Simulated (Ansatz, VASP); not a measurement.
## BP: VASP beside Ansatz

File POSCAR:

```
BP
1.0
    0.0000000000      2.0051825273      2.0051825273
    2.0051825273      0.0000000000      2.0051825273
    2.0051825273      2.0051825273      0.0000000000
B P
1 1
Direct
    0.0000000000      0.0000000000      0.0000000000
    0.5000000000      0.5000000000      0.5000000000
```

INCAR.step1

```
PREC = Accurate
ENCUT = 520
ISMEAR = -1
SIGMA = 0.1
LREAL = F
LASPH = T
NELM = 80
NBANDS = 11
GGA = PE
ALGO = Normal
EDIFF = 1E-4
LWAVE = T
LCHARG = F
```

File INCAR.step2:

```
PREC = Accurate
ENCUT = 520
EDIFF = 1E-7
ISMEAR = -1
SIGMA = 0.1
LREAL = F
LASPH = T
NELM = 80
ALGO = Normal
ISIF = 2
LWAVE = F
LCHARG = F
METAGGA = R2SCAN
LMIXTAU = T
NBANDS = 11
ISTART = 1
```

KPOINTS

```
regular mesh
0
Gamma
  17 17 17
```

Input for Ansatz:

```yaml
crystal:
  lattice:
    - [0.0, 2.0051825273, 2.0051825273]
    - [2.0051825273, 0.0, 2.0051825273]
    - [2.0051825273, 2.0051825273, 0.0]
  atoms:
    - { symbol: B, position: [0.0, 0.0, 0.0] }
    - { symbol: P, position: [0.5, 0.5, 0.5] }
kpoints:
  mp_grid: { grid: [17, 17, 17] }
scf:
  occupations: { method: fermi_dirac, width: 0.1 }
hamiltonian:
  xc: r2scan
  pseudopotentials: { kind: paw }
output:
  forces: true
  stress: true
  eigenvalues: true
  populations: true
```

Change from the starting cell: volume scaled by 0.8, PAW files.

Alike in both runs: task single point; functional r2SCAN; k mesh 17 × 17 × 17; occupations fermi-dirac, width 0.1 eV; no spin polarisation.

|  | VASP | Ansatz |
| --- | --- | --- |
| version | VASP 6.6.1 | Ansatz 0.2.0 |
| potentials or method | VASP PAW PBE potentials, release 64 (B, P) | PAW with Ansatz's default frozen-core files, scalar-relativistic |
| plane-wave cutoff (eV) | 520 | 500 |
| valence electrons in the cell | 8 | 8 |

```csv
,VASP,Ansatz,Ansatz less VASP
pressure (GPa),52.8,53.5,+0.73
```

VASP's potentials were made for PBE, not for r2SCAN. Both programs put the cell under a high pressure, so it lies far from rest at this level.
